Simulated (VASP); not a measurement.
The system is Pb.

```
Pb
1.0
     3.40896    0.00000    0.00000
    -1.70448    2.95225    0.00000
     0.00000    0.00000    5.47589
Pb
2
Direct
  0.33333 0.66667 0.25000
  0.66667 0.33333 0.75000
```

This isn't the form of Pb at room conditions, which is fcc.

| Quantity | Value |
| --- | --- |
| Program | VASP 6.6.1 |
| Task | relaxation of cell and atoms |
| Functional | r2SCAN |
| Potentials or basis | VASP PAW PBE potentials, release 64 (Pb_d) |
| Cutoff | 600 eV |
| k mesh | 11 × 11 × 6 |
| Occupations | fermi-dirac, width 0.05 eV |
| Spin | no spin polarisation |

At the start: pressure 6.9 GPa; volume 27.55 Å³/atom.

How do energy, volume and symmetry change on relaxing?

Over 9 steps the energy falls by 67.2 meV/atom and the volume is 30.82 Å³/atom (+11.9 %); space group P6_3/mmc (No. 194, to 0.1 Å) before and after.

Step by step:
```csv
step,energy change (eV),largest force (eV/Å),pressure (GPa),volume (Å³)
1,0.0000,0.0000,6.87,55.11
2,-0.1095,0.0000,-2.18,65.08
3,-0.1330,0.0000,-0.05,61.74
4,-0.1330,0.0000,-0.16,61.87
5,-0.1341,0.0000,-0.10,61.78
6,-0.1345,0.0000,-0.05,61.71
7,-0.1345,0.0000,-0.05,61.71
8,-0.1345,0.0000,0.02,61.62
9,-0.1345,0.0000,0.00,61.64
```

Final structure:
```xyz
2
Lattice="3.5043 0.0000 0.0000 -1.7521 3.0348 0.0000 0.0000 0.0000 5.7966" Properties=species:S:1:pos:R:3 pbc="T T T"
Pb    0.0000    2.0232    1.4492
Pb    1.7521    1.0116    4.3475
```

Caveat: the PAW data sets were made with another functional, which shifts forces and pressure a little.
